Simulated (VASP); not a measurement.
# C2O3 (Pn-3m) in VASP: a series of runs

Runs on C2O3. Level: PBE. Tasks: single point.

Program: VASP 6.6.1. These are calculated values, not measurements. Logs are shortened: lines on timing, memory, paths and dates and some standing lists are left out, and cuts for length are marked.

## Step 1: The cell of the first run

Symmetry: Pn-3m, No. 224, cubic system. The conventional cell has a = 4.299 Å, b = 4.299 Å, c = 4.299 Å, α = 90.00°, β = 90.00°, γ = 90.00°. C (site symmetry -3m) has 6 O at 1.86 Å within 2.5 Å. O (site symmetry -42m) has 4 C at 1.86 Å and 4 O at 2.15 Å within 2.5 Å.

## Step 2: Single point, PBE

File INCAR:

```
SYSTEM = C2O3
PREC = Accurate
ENCUT = 520
EDIFF = 1E-6
ISMEAR = -1
SIGMA = 0.06122561905347299
LREAL = .FALSE.
LASPH = .TRUE.
NELM = 100
ALGO = Normal
ISIF = 2
LWAVE = .FALSE.
LCHARG = .TRUE.
GGA = PE
LELF = .TRUE.
LVHAR = .TRUE.
NBANDS = 37
```

File KPOINTS:

```
Automatic mesh
0
G
  13 13 13
  0 0 0
```

File POSCAR:

```
C2O3
1.0
    4.2991554447      0.0000000000      0.0000000000
    0.0000000000      4.2991554447      0.0000000000
    0.0000000000      0.0000000000      4.2991554447
C O
4 6
Direct
    0.2500000000      0.2500000000      0.2500000000
    0.7500000000      0.7500000000      0.2500000000
    0.7500000000      0.2500000000      0.7500000000
    0.2500000000      0.7500000000      0.7500000000
    0.5000000000      0.0000000000      0.0000000000
    0.0000000000      0.5000000000      0.0000000000
    0.0000000000      0.0000000000      0.5000000000
    0.5000000000      0.5000000000      0.0000000000
    0.5000000000      0.0000000000      0.5000000000
    0.0000000000      0.5000000000      0.5000000000
```

Potentials or basis: VASP PAW PBE potentials, release 64 (C, O).

On the command line:

```
cat potpaw_PBE.64/C/POTCAR potpaw_PBE.64/O/POTCAR > POTCAR
mpirun -np 1 vasp_std > vasp.out
```

OUTCAR:

```text
SYSTEM = C2O3
   PREC = Accurate
   ENCUT = 520
   EDIFF = 1E-6
   ISMEAR = -1
   LREAL = .FALSE.
   LASPH = .TRUE.
   NELM = 100
   ISIF = 2
   GGA = PE

 ion  position               nearest neighbor table
   1  0.250  0.250  0.250-   5 1.86   6 1.86   7 1.86   8 1.86   9 1.86  10 1.86
   2  0.750  0.750  0.250-   5 1.86   6 1.86   7 1.86   8 1.86   9 1.86  10 1.86
   3  0.750  0.250  0.750-   5 1.86   6 1.86   7 1.86   8 1.86   9 1.86  10 1.86
   4  0.250  0.750  0.750-   5 1.86   6 1.86   7 1.86   8 1.86   9 1.86  10 1.86
   5  0.500  0.000  0.000-   1 1.86   2 1.86   3 1.86   4 1.86
   6  0.000  0.500  0.000-   1 1.86   2 1.86   3 1.86   4 1.86
   7  0.000  0.000  0.500-   1 1.86   2 1.86   3 1.86   4 1.86
   8  0.500  0.500  0.000-   1 1.86   2 1.86   3 1.86   4 1.86
   9  0.500  0.000  0.500-   1 1.86   2 1.86   3 1.86   4 1.86
  10  0.000  0.500  0.500-   1 1.86   2 1.86   3 1.86   4 1.86

  LATTYP: Found a simple cubic cell.
 ALAT       =     4.2991554447

  Lattice vectors:

 A1 = (   4.2991554447,   0.0000000000,   0.0000000000)
 A2 = (   0.0000000000,   4.2991554447,   0.0000000000)
 A3 = (   0.0000000000,   0.0000000000,   4.2991554447)

Analysis of symmetry for initial positions (statically):
=====================================================================
 Subroutine PRICEL returns:
 Original cell was already a primitive cell.

 Routine SETGRP: Setting up the symmetry group for a
 simple cubic supercell.

 Subroutine GETGRP returns: Found 48 space group operations
 (whereof 24 operations were pure point group operations)
 out of a pool of 48 trial point group operations.

The static configuration has the point symmetry T_d .
 The point group associated with its full space group is O_h .

Analysis of symmetry for dynamics (positions and initial velocities):
=====================================================================
 Subroutine PRICEL returns:
 Original cell was already a primitive cell.

 Routine SETGRP: Setting up the symmetry group for a
 simple cubic supercell.

 Subroutine GETGRP returns: Found 48 space group operations
 (whereof 24 operations were pure point group operations)
 out of a pool of 48 trial point group operations.

The dynamic configuration has the point symmetry T_d .
 The point group associated with its full space group is O_h .

 Subroutine INISYM returns: Found 48 space group operations
 (whereof 24 operations are pure point group operations),
 and found     1 'primitive' translations

----------------------------------------------------------------------------------------

                                     Primitive cell

  volume of cell :      79.4602

  direct lattice vectors                    reciprocal lattice vectors
     4.299155445  0.000000000  0.000000000     0.232603825  0.000000000  0.000000000
     0.000000000  4.299155445  0.000000000     0.000000000  0.232603825  0.000000000
     0.000000000  0.000000000  4.299155445     0.000000000  0.000000000  0.232603825

  length of vectors
     4.299155445  4.299155445  4.299155445     0.232603825  0.232603825  0.232603825

  position of ions in fractional coordinates (direct lattice)
     0.250000000  0.250000000  0.250000000
     0.750000000  0.750000000  0.250000000
     0.750000000  0.250000000  0.750000000
     0.250000000  0.750000000  0.750000000
     0.500000000  0.000000000  0.000000000
     0.000000000  0.500000000  0.000000000
     0.000000000  0.000000000  0.500000000
     0.500000000  0.500000000  0.000000000
     0.500000000  0.000000000  0.500000000
     0.000000000  0.500000000  0.500000000

  ion indices of the primitive-cell ions
   primitive index   ion index
                 1           1
                 2           2
                 3           3
                 4           4
                 5           5
                 6           6
                 7           7
                 8           8
                 9           9
                10          10

----------------------------------------------------------------------------------------

 KPOINTS: Automatic mesh

Automatic generation of k-mesh.
 Grid dimensions read from file:
 generate k-points for:   13   13   13

 Generating k-lattice:

  Cartesian coordinates                     Fractional coordinates (reciprocal lattice)
     0.017892602  0.000000000  0.000000000     0.076923077  0.000000000  0.000000000
     0.000000000  0.017892602  0.000000000     0.000000000  0.076923077  0.000000000
     0.000000000  0.000000000  0.017892602     0.000000000  0.000000000  0.076923077

  Length of vectors
     0.017892602  0.017892602  0.017892602

  Shift w.r.t. Gamma in fractional coordinates (k-lattice)
     0.000000000  0.000000000  0.000000000

 Subroutine IBZKPT returns following result:
 ===========================================

 Found     84 irreducible k-points:

 Following reciprocal coordinates:
            Coordinates               Weight
  0.000000  0.000000  0.000000      1.000000
  0.076923  0.000000  0.000000      6.000000
  0.153846  0.000000  0.000000      6.000000
  0.230769  0.000000  0.000000      6.000000
  0.307692  0.000000  0.000000      6.000000
  0.384615  0.000000  0.000000      6.000000
[... 16 lines left out ...]
  0.307692  0.307692  0.000000     12.000000
  0.384615  0.307692  0.000000     24.000000
 [... further k-points ...]
   k-points           NKPTS =     84   k-points in BZ     NKDIM =     84   number of bands    NBANDS=     37
   number of dos      NEDOS =    301   number of ions     NIONS =     10
   total plane-waves  NPLWV =  32768
   dimension x,y,z NGX =    32 NGY =   32 NGZ =   32
   dimension x,y,z NGXF=    64 NGYF=   64 NGZF=   64
   ions per type =               4   6
   NGX,Y,Z   is equivalent  to a cutoff of  12.37, 12.37, 12.37 a.u.
   NGXF,Y,Z  is equivalent  to a cutoff of  24.75, 24.75, 24.75 a.u.
 SYSTEM =  C2O3
   PREC   = accura    normal or accurate (medium, high low for compatibility)
   ISTART =      0    job   : 0-new  1-cont  2-samecut
   ICHARG =      2    charge: 1-file 2-atom 10-const
   ISPIN  =      1    spin polarized calculation?
   LNONCOLLINEAR =      F non collinear calculations
   LSORBIT =      F    spin-orbit coupling
   LASPH  =      T    aspherical Exc in radial PAW
   ENCUT  =  520.0 eV  38.22 Ry    6.18 a.u.   7.99  7.99  7.99*2*pi/ulx,y,z
   NELM   =    100;   NELMIN=  2; NELMDL= -5     # of ELM steps
   EDIFF  = 0.1E-05   stopping-criterion for ELM
   LREAL  =      F    real-space projection
   EDIFFG = 0.1E-04   stopping-criterion for IOM
   NSW    =      0    number of steps for IOM
   IBRION =     -1    ionic relax: 0-MD 1-quasi-New 2-CG
   NFREE  =      0    steps in history (QN), initial steepest desc. (CG)
   ISIF   =      2    stress and relaxation
   ISYM   =      2    0-nonsym 1-usesym 2-fastsym
   POTIM  = 0.5000    time-step for ionic-motion
   TEBEG  =    0.0;   TEEND  =   0.0 temperature during run
   PSTRESS=    0.0 pullay stress
   NELECT =      52.0000    total number of electrons
   NUPDOWN=      -1.0000    fix difference up-down
   EMIN   =  10.00;   EMAX   =-10.00  energy-range for DOS
   EFERMI =   0.00;   METHOD = LEGACY
   ISMEAR =    -1;   SIGMA  =   0.06  broadening in eV -4-tet -1-fermi 0-gaus
   EFERMI_NEDOS =   21; number of points for ismear=-14 and -15
   IALGO  =     38    algorithm
   IMIX   =      4    mixing-type and parameters
     AMIX     =   0.40;   BMIX     =  1.00
     AMIX_MAG =   1.60;   BMIX_MAG =  1.00
  volume/ion in A,a.u.               =       7.95        53.62
  Fermi-wavevector in a.u.,A,eV,Ry     =   1.421323  2.685911 27.485934  2.020159
  Thomas-Fermi vector in A             =   2.542145
   LORBIT       =      0    0 simple, 1 ext, 2 COOP (PROOUT), +10 PAW based schemes
   GGA     = PE    functional components
   LHFCALC =     F    Hartree Fock is set to
   AEXX    =    0.0000 exact exchange contribution
   IVDW    =     0    specifies the selected vdW correction
   LEPSILON=     F    determine dielectric tensor
   LRPA    =     F    only Hartree local field effects (RPA)
 non-spin polarized calculation
  energy-cutoff  :      520.00
  volume of cell :       79.46
 maximum number of plane-waves:      2188
 NGX is ok and might be reduce to    32
   NGX = 15   NGY = 15   NGZ = 15

 number of electron      51.9999964 magnetization

 Free energy of the ion-electron system (eV)
  ---------------------------------------------------
  ext. energy  EPLUGINS =         0.00000000
  ---------------------------------------------------
  free energy    TOTEN  =       -43.12824513 eV

  energy without entropy =      -43.05823698  energy(sigma->0) =      -43.09324105

 E-fermi :   5.1681     XC(G=0): -11.6392

 val. band max:        5.1649490861   @ k =   0.4615   0.4615   0.1538
 cond. band min:       5.1807681945   @ k =   0.2308   0.1538   0.0000
 fundamental gap:      0.0158191084
 Fermi energy:         5.1681220350

 k-point     1 :       0.0000    0.0000    0.0000
  band No.  band energies     occupation
      1     -17.7927      2.00000
      2     -15.3952      2.00000
      3     -15.3952      2.00000
      4     -12.5753      2.00000
      5     -12.5753      2.00000
      6     -12.1463      2.00000
[... 29 lines left out ...]
     36      10.0522      0.00000
     37      10.0522      0.00000

 k-point     2 :       0.0769    0.0000    0.0000
  band No.  band energies     occupation
      1     -17.7650      2.00000
      2     -15.4373      2.00000
      3     -15.3662      2.00000
      4     -12.6392      2.00000
      5     -12.5763      2.00000
      6     -12.1805      2.00000
[... 29 lines left out ...]
     36      10.0396      0.00000
     37      10.0396      0.00000
[... 838 lines left out ...]
     36       9.9476      0.00000
     37      10.1274      0.00000

 k-point    24 :       0.3846    0.3077    0.0000
  band No.  band energies     occupation
      1     -16.7379      2.00000
      2     -16.0330      2.00000
      3     -14.9990      2.00000
      4     -14.1907      2.00000
      5     -12.9740      2.00000
      6     -12.9096      2.00000
[... 29 lines left out ...]
     36      10.0214      0.00000
     37      10.2974      0.00000

 [... further k-points ...]

------------------------ aborting loop because EDIFF is reached ----------------------------------------

  FORCE on cell =-STRESS in cart. coord.  units (eV):
  Direction    XX          YY          ZZ          XY          YZ          ZX
  --------------------------------------------------------------------------------------
  -------------------------------------------------------------------------------------
  Total        5.2095916      5.2095916      5.2095916     -0.0000000     -0.0000000      0.0000000
  in kB      105.0424441    105.0424441    105.0424441     -0.0000000     -0.0000000      0.0000000
  external PRESSURE =     105.0424441 kB  Pullay stress =       0.0000000 kB

 VOLUME and BASIS-vectors are now :
 -----------------------------------------------------------------------------
  energy-cutoff  :      520.00
  volume of cell :       79.46
      direct lattice vectors                 reciprocal lattice vectors
     4.299155445  0.000000000  0.000000000     0.232603825  0.000000000  0.000000000
     0.000000000  4.299155445  0.000000000     0.000000000  0.232603825  0.000000000
     0.000000000  0.000000000  4.299155445     0.000000000  0.000000000  0.232603825

 POSITION                                       TOTAL-FORCE (eV/Angst)
 -----------------------------------------------------------------------------------
      1.07479      1.07479      1.07479        -0.000000     -0.000000      0.000000
      3.22437      3.22437      1.07479        -0.000000     -0.000000     -0.000000
      3.22437      1.07479      3.22437         0.000000     -0.000000      0.000000
      1.07479      3.22437      3.22437         0.000000      0.000000     -0.000000
      2.14958      0.00000      0.00000        -0.000000     -0.000000     -0.000000
      0.00000      2.14958      0.00000        -0.000000      0.000000      0.000000
      0.00000      0.00000      2.14958         0.000000     -0.000000     -0.000000
      2.14958      2.14958      0.00000        -0.000000      0.000000     -0.000000
      2.14958      0.00000      2.14958         0.000000     -0.000000      0.000000
      0.00000      2.14958      2.14958         0.000000     -0.000000      0.000000
 -----------------------------------------------------------------------------------
    total drift:                                0.000000      0.000000      0.000000

  FREE ENERGIE OF THE ION-ELECTRON SYSTEM (eV)
  ---------------------------------------------------
  free  energy   TOTEN  =       -43.1282451300 eV

  energy  without entropy=      -43.0582369765  energy(sigma->0) =      -43.09324105
```

Run time: 70 s. Hardware: 1 thread of Intel Xeon 6975P-C (Granite Rapids), shared host; peak memory 0.29 GiB.

What came out:

```
Free energy            : -43.1282 eV
Pressure               : 10.5 GPa
Band gap on the k mesh : zero (bands 26 and 27 overlap by 0.86 eV)
```

Levels at points of the mesh, in eV from the Fermi level:
| k point | band 24 | band 25 | band 26 | band 27 | band 28 | band 29 |
| --- | --- | --- | --- | --- | --- | --- |
| (0.00, 0.00, 0.00) | -0.74 | -0.74 | -0.74 | -0.37 | -0.37 | -0.37 |

Caveat: the cell stands under pressure.

## Step 3: Single point, PBE

This run uses another cell than the first one, of 8.12 Å³/atom.

File INCAR:

```
SYSTEM = C2O3
ALGO = Normal
EDIFF = 1E-6
ENCUT = 520
GGA = PE
ISIF = 2
ISMEAR = -1
LASPH = .True.
LCHARG = .True.
LELF = .True.
LREAL = .False.
LVHAR = .True.
LWAVE = .False.
NBANDS = 37
NELM = 60
PREC = Accurate
SIGMA = 0.06122561905347299
```

File KPOINTS:

```
k-points
0
Gamma
  13 13 13
  0 0 0
```

Edit POSCAR of step 2 so:

```diff
@@ -2,5 +2,5 @@
 1.0
-    4.2991554447      0.0000000000      0.0000000000
-    0.0000000000      4.2991554447      0.0000000000
-    0.0000000000      0.0000000000      4.2991554447
+    4.3294321848      0.0000000000      0.0000000000
+    0.0000000000      4.3294321848      0.0000000000
+    0.0000000000      0.0000000000      4.3294321848
 C O
```

Potentials or basis: VASP PAW PBE potentials, release 64 (C, O).

On the command line:

```
cat potpaw_PBE.64/C/POTCAR potpaw_PBE.64/O/POTCAR > POTCAR
mpirun -np 1 vasp_std > vasp.out
```

Run time: 73 s. Hardware: 1 thread of Intel Xeon 6975P-C (Granite Rapids), shared host; peak memory 0.29 GiB.

Results (log left out):

```yaml
Free_energy: -43.2220 eV
Pressure: 6.6 GPa
Band_gap_on_the_k_mesh: zero (bands 26 and 27 overlap by 0.80 eV)
```

Levels at points of the mesh, in eV from the Fermi level:
```
           k point  band 23  band 24  band 25  band 26  band 27  band 28  band 29  band 30
(0.00, 0.00, 0.00)    -1.51    -0.72    -0.72    -0.72    -0.32    -0.32    -0.32     2.30
```

Caveat: the cell stands under pressure.

## Step 4: Single point, PBE

This run uses another cell than the first one, of 8.96 Å³/atom.

File INCAR:

```
PREC = Accurate
ENCUT = 520
EDIFF = 1E-7
ISMEAR = -1
SIGMA = 0.06122561905347299
LREAL = False
LASPH = True
NELM = 60
ALGO = Normal
ISIF = 2
LWAVE = False
LCHARG = False
GGA = PE
NBANDS = 37
```

File KPOINTS:

```
Automatic mesh
0
Gamma
  13 13 13
```

Edit POSCAR of step 3 so:

```diff
@@ -2,5 +2,5 @@
 1.0
-    4.3294321848      0.0000000000      0.0000000000
-    0.0000000000      4.3294321848      0.0000000000
-    0.0000000000      0.0000000000      4.3294321848
+    4.4748225582      0.0000000000      0.0000000000
+    0.0000000000      4.4748225582      0.0000000000
+    0.0000000000      0.0000000000      4.4748225582
 C O
```

On the command line:

```
cat potpaw_PBE.64/C/POTCAR potpaw_PBE.64/O/POTCAR > POTCAR
mpirun -np 1 vasp_std > vasp.out
```

Run time: 7.2 min. Hardware: 1 thread of Intel Xeon 8259CL, shared host; peak memory 0.33 GiB.

Results (log left out):

| Property | Result |
| --- | --- |
| Free energy | -43.1762 eV |
| Pressure | -7.7 GPa |
| Band gap on the k mesh | zero (bands 26 and 27 overlap by 0.64 eV) |

Levels at points of the mesh, in eV from the Fermi level:
| k point | band 22 | band 23 | band 24 | band 25 | band 26 | band 27 | band 28 | band 29 | band 30 | band 31 |
| --- | --- | --- | --- | --- | --- | --- | --- | --- | --- | --- |
| (0.00, 0.00, 0.00) | -1.50 | -1.11 | -0.66 | -0.66 | -0.66 | -0.11 | -0.11 | -0.11 | 2.34 | 2.34 |

Caveat: the cell stands under tension.

## Step 5: Overview

```csv
cell,gap on the mesh (eV),pressure (GPa)
"a = 4.299 Å, 10 atoms",none,10.5
"a = 4.329 Å, 10 atoms",none,6.6
"a = 4.475 Å, 10 atoms",none,-7.7
```

Alike in all rows: task single point; level PBE; potentials or basis VASP PAW PBE potentials, release 64 (C, O); no spin polarisation; k mesh 13 × 13 × 13; cutoff (eV) 520; smearing fermi-dirac 0.0612256 eV.

Caveats: the cell stands under pressure (at least some runs); the cell stands under tension (at least some runs).

Absolute energies hang on the potentials; compare differences alone.
